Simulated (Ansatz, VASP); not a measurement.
One calculation of TiAl3, two programs

```
Ti Al
1.0
    -1.91111    1.91111    4.28067
     1.91111   -1.91111    4.28067
     1.91111    1.91111   -4.28067
Ti Al
1 3
Direct
  0.00000 0.00000 0.00000
  0.50000 0.50000 0.00000
  0.75000 0.25000 0.50000
  0.25000 0.75000 0.50000
```

Alike in both runs: task relaxation of cell and atoms; functional RPBE; k mesh 9 × 9 × 9; no spin polarisation.

```csv
,VASP,Ansatz
version,VASP 6.6.1,Ansatz 0.2.0
potentials or method,"VASP PAW PBE potentials, release 64 (Ti_sv, Al)","plane waves, PAW"
plane-wave cutoff (eV),500,420
occupations,"methfessel-paxton of order 1, width 0.1 eV","cold, width 0.1 eV"
valence electrons in the cell,21,21
```

|  | VASP | Ansatz | Ansatz less VASP |
| --- | --- | --- | --- |
| relaxed volume (Å³/atom) | 16.25 | 16.28 | +0.025 |
| relaxed cell length with the largest relative difference (Å) | 5.130 | 5.134 | +0.0044 |

VASP's potentials were made for PBE, not for RPBE.
